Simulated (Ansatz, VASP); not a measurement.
**CdS in VASP and in Ansatz**

The input POSCAR:

```
CdS
1.0
    0.0000000000      2.9100000000      2.7936000000
    2.9100000000      0.0000000000      2.7936000000
    2.9100000000      2.9100000000      0.0000000000
Cd S
1 1
Direct
    0.0000000000      0.0000000000      0.0000000000
    0.7500000000      0.7500000000      0.7500000000
```

Contents of INCAR.step1:

```
SYSTEM = CdS
  PREC = Accurate
  ENCUT = 520
  ISMEAR = 0
  SIGMA = 0.05
  LREAL = .FALSE.
  LASPH = .TRUE.
  NELM = 60
  NBANDS = 16
  GGA = PE
  ALGO = Normal
  EDIFF = 1E-4
  LWAVE = .TRUE.
  LCHARG = .FALSE.
```

Contents of INCAR.step2:

```
SYSTEM = CdS
  PREC = Accurate
  ENCUT = 520
  EDIFF = 1E-6
  ISMEAR = 0
  SIGMA = 0.05
  LREAL = .FALSE.
  LASPH = .TRUE.
  NELM = 60
  ALGO = Normal
  ISIF = 2
  LWAVE = .FALSE.
  LCHARG = .FALSE.
  METAGGA = R2SCAN
  LMIXTAU = .TRUE.
  NBANDS = 16
  ISTART = 1
```

File KPOINTS:

```
Automatic mesh
0
G
  8 8 8
  0 0 0
```

Input for Ansatz:

```yaml
crystal:
  lattice:
    - [0.0, 2.91, 2.7936]
    - [2.91, 0.0, 2.7936]
    - [2.91, 2.91, 0.0]
  atoms:
    - { symbol: Cd, position: [0.0, 0.0, 0.0] }
    - { symbol: S, position: [0.75, 0.75, 0.75] }
basis:
  ecutwfc: 500
kpoints:
  mp_grid: { grid: [8, 8, 8] }
hamiltonian:
  xc: r2scan
scf:
  occupations: { method: gaussian, width: 0.05 }
output:
  forces: true
  stress: true
  eigenvalues: true
  write_density: true
  write_potential: true
  elf: true
  volumetric_format: npy
```

Change from the starting cell: strain +0.000 along x and y, -0.040 along z, atoms carried along.

Alike in both runs: task single point; functional r2SCAN; k mesh 8 × 8 × 8; occupations gaussian, width 0.05 eV; no spin polarisation.

|  | VASP | Ansatz |
| --- | --- | --- |
| version | VASP 6.6.1 | Ansatz 0.2.0 |
| potentials or method | VASP PAW PBE potentials, release 64 (Cd, S), cutoff 520 eV | scalar-relativistic, plane waves, PAW |
| valence electrons in the cell | 18 | 26 |

|  | VASP | Ansatz | Ansatz less VASP |
| --- | --- | --- | --- |
| gap on the k mesh at the Fermi level (eV) | 1.62 | 1.62 | -0.001 |
| least direct gap on the mesh (eV) | 1.62 | 1.62 | -0.001 |
| pressure (GPa) | 5.4 | 4.9 | -0.42 |
| traceless stress, the component that is largest in VASP (GPa) | 0.28 | 0.29 | +0.011 |

VASP's potentials were made for PBE, not for r2SCAN. With one functional, cell and mesh, what is left measures potentials, basis and numerics. VASP's potentials hold 18 valence electrons a cell and Ansatz's 26, so a difference there can come from the potentials and not from the codes.
